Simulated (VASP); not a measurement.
## F: single point with PBE+D3(BJ)

F:

```
F
1.0
     2.93920   -1.83115    0.31018
     2.93920    1.83115    0.31018
    -0.85717    0.00000    6.89712
F
4
Cartesian
  4.3266 -0.6012 1.1129
  1.1233 -0.6012 2.9560
  0.6947 0.6012 6.4046
  3.8980 0.6012 4.5615
```

| Quantity | Value |
| --- | --- |
| Program | VASP 6.6.1 |
| Task | single point |
| Functional | PBE |
| Dispersion | D3(BJ) |
| Potentials or basis | VASP PAW PBE potentials, release 64 (F) |
| Cutoff | 520 eV |
| k mesh | 8 × 8 × 4 |
| Occupations | gaussian, width 0.05 eV |
| Spin | no spin polarisation |
| Dipole correction | no |
| Further INCAR settings | ALGO = Normal; EDIFF = 1e-06; NBANDS = 22 |

```yaml
Pressure: -2.1 GPa
Largest_force: 0.660 eV/Å
Band_gap_on_the_k_mesh: 2.66 eV
Dispersion_energy_per_atom: -0.024 eV
```

Forces on the atoms (eV/Å):
```
F    0.076 -0.291 -0.587
F   -0.076 -0.291  0.587
F   -0.076  0.291  0.587
F    0.076  0.291 -0.587
```

Stress tensor (GPa, compression positive):
```
-0.69  0.00  0.44
 0.00 -1.45  0.00
 0.44  0.00 -4.03
```

Levels at points of the mesh, in eV from the valence-band top:
```tsv
k point	band 10	band 11	band 12	band 13	band 14	band 15	band 16	band 17	band 18	band 19
(0.00, 0.00, 0.00)	-2.91	-0.30	-0.06	-0.06	0.00	2.66	3.32	8.88	11.50	12.21
(0.50, 0.00, 0.00)	-3.06	-0.23	-0.22	-0.08	-0.07	3.06	3.06	12.79	12.80	14.92
(0.50, 0.50, 0.00)	-3.06	-0.42	-0.35	-0.07	-0.05	2.82	3.28	12.71	13.80	14.41
(0.00, 0.00, 0.50)	-2.94	-0.19	-0.19	-0.03	-0.03	2.97	2.97	9.74	9.74	14.99
(0.50, 0.00, 0.50)	-3.06	-0.20	-0.19	-0.06	-0.05	3.04	3.04	13.33	13.36	13.39
(0.50, 0.50, 0.50)	-3.11	-0.23	-0.23	-0.22	-0.22	3.05	3.05	13.25	13.25	14.43
```

Wall time 3.3 min on 1 thread of Oxide Virtual Turin-like Processor, on a shared host, peak memory 0.21 GiB.

A k mesh can miss the band edges.
